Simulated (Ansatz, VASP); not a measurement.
# Pt in VASP and in Ansatz

Contents of INCAR:

```
SYSTEM = Pt
PREC     = Accurate       ! precision mode
ENCUT    = 520            ! plane-wave cutoff, eV
EDIFF    = 1E-6           ! SCF threshold, eV
ISMEAR   = 0              ! smearing method
SIGMA    = 0.15           ! smearing width, eV
LREAL    = .False.        ! projectors in reciprocal space
LASPH    = .True.         ! aspherical terms in the spheres
NELM     = 80             ! most SCF steps
ALGO     = Fast           ! electronic algorithm
ISIF     = 2              ! what is computed and relaxed
LWAVE    = .False.        ! write WAVECAR
LCHARG   = .True.         ! write CHGCAR
GGA      = PE             ! functional
LELF     = .True.         ! ELF
LVHAR    = .True.       
NBANDS   = 11             ! bands
```

The input KPOINTS:

```
regular mesh
0
Gamma
  20 20 20
  0 0 0
```

Contents of POSCAR:

```
Pt
1.0
   -0.0293685000      1.9579000000      1.9579000000
    1.9579000000     -0.0293685000      1.9579000000
    1.9285315000      1.9285315000      0.0000000000
Pt
1
Direct
    0.0000000000      0.0000000000      0.0000000000
```

Input for Ansatz:

```yaml
crystal:
  lattice:
    - [-0.0293685, 1.9579, 1.9579]
    - [1.9579, -0.0293685, 1.9579]
    - [1.9285315, 1.9285315, 0.0]
  atoms:
    - { symbol: Pt, position: [0.0, 0.0, 0.0] }
basis:
  ecutwfc: 420
kpoints:
  mp_grid: { grid: [20, 20, 20] }
hamiltonian:
  xc: pbe
scf:
  occupations: { method: gaussian, width: 0.15 }
output:
  forces: true
  stress: true
  eigenvalues: true
```

Change from the starting cell: strain -0.0300 x Voigt [0, 0, 0, 0, 0, 1], atoms carried along.

Alike in both runs: task single point; functional PBE; k mesh 20 × 20 × 20; occupations gaussian, width 0.15 eV; no spin polarisation.

|  | VASP | Ansatz |
| --- | --- | --- |
| version | VASP 6.6.1 | Ansatz 0.2.0 |
| potentials or method | VASP PAW PBE potentials, release 64 (Pt), cutoff 520 eV | scalar-relativistic, plane waves, PAW |
| valence electrons in the cell | 10 | 18 |

|  | VASP | Ansatz | Ansatz less VASP |
| --- | --- | --- | --- |
| gap on the k mesh at the Fermi level (eV) | none | none | - |
| pressure (GPa) | 11.3 | 11.8 | +0.56 |
| traceless stress, the component that is largest in VASP (GPa) | 2.65 | 2.64 | -0.010 |

A gap of «none» marks a metal or a gap that the smearing closes. The functional is the same, so the differences come from potentials, cutoffs and numerics. VASP's potentials hold 10 valence electrons a cell and Ansatz's 18, so a difference there can come from the potentials and not from the codes.

Neither program's run includes spin-orbit coupling.
